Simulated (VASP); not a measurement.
**GaF: single point with PBE**

The system is GaF.

```
Ga F
1.0
     0.00000    2.57696    2.57696
     2.57696    0.00000    2.57696
     2.57696    2.57696    0.00000
Ga F
1 1
Direct
  0.25000 0.25000 0.25000
  0.00000 0.00000 0.00000
```

```yaml
Program: VASP 6.6.1
Task: single point
Functional: PBE
Potentials_or_basis: VASP PAW PBE potentials, release 64 (Ga_d, F)
Cutoff: 600 eV
k_mesh: 9 × 9 × 9
Occupations: fermi-dirac, width 0.05 eV
Spin: no spin polarisation
```

| Item | Value |
| --- | --- |
| Pressure | 14.5 GPa |
| Band gap on the k mesh | 1.01 eV |

Levels at points of the mesh, in eV from the valence-band top:
```csv
k point,band 6,band 7,band 8,band 9,band 10,band 11,band 12,band 13,band 14,band 15
"(0.00, 0.00, 0.00)",-14.39,-5.57,-5.57,-5.57,-5.38,6.68,6.68,6.68,11.26,14.02
```

Wall time 23 s on 1 thread of Intel(R) Xeon(R) Platinum 8259CL CPU @ 2.50GHz (Skylake/Cascade Lake), with other jobs on the host, peak memory 0.18 GiB.

Caveat: the cell stands under pressure; an odd mesh through Γ misses points on the zone boundary, where band edges can lie.
